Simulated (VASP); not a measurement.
Write the native input for VASP 6.6.1 that does the following.

```yaml
Task: single point
Functional: PBE
Potentials_or_basis: VASP PAW PBE potentials, release 64 (Bi_d)
Cutoff: 520 eV
k_mesh: 15 × 15 × 13
Occupations: fermi-dirac, width 0.1 eV
Spin: no spin polarisation
Dipole_correction: no
Further_INCAR_settings: ALGO = Normal; EDIFF = 1e-07; NBANDS = 14
```

The structure of Bi lies in POSCAR:

```
Bi
1.0
    3.0432153789      0.0000000000      0.0000000000
   -1.5216076895      2.6355018273      0.0000000000
    0.0000000000      0.0000000000      2.8889874559
Bi
1
Direct
    0.0000000000      0.0000000000      0.0000000000
```

These files were run (other wordings do the same):

INCAR

```
SYSTEM = Bi
PREC = Accurate
ENCUT = 520
EDIFF = 1E-7
ISMEAR = -1
SIGMA = 0.1
LREAL = .False.
LASPH = .True.
NELM = 80
ALGO = Normal
ISIF = 2
LWAVE = .False.
LCHARG = .False.
GGA = PE
NBANDS = 14
```

KPOINTS

```
Automatic mesh
0
Gamma
  15 15 13
  0 0 0
```

Potentials or basis: VASP PAW PBE potentials, release 64 (Bi_d).

The run is started by

```console
$ cat potpaw_PBE.64/Bi_d/POTCAR > POTCAR
$ mpirun -np 1 vasp_std > vasp.out
```

It gave:

```yaml
Pressure: 43.9 GPa
```

It used 55 s of CPU time on 1 thread of Intel Xeon 8259CL, with other jobs on the host.
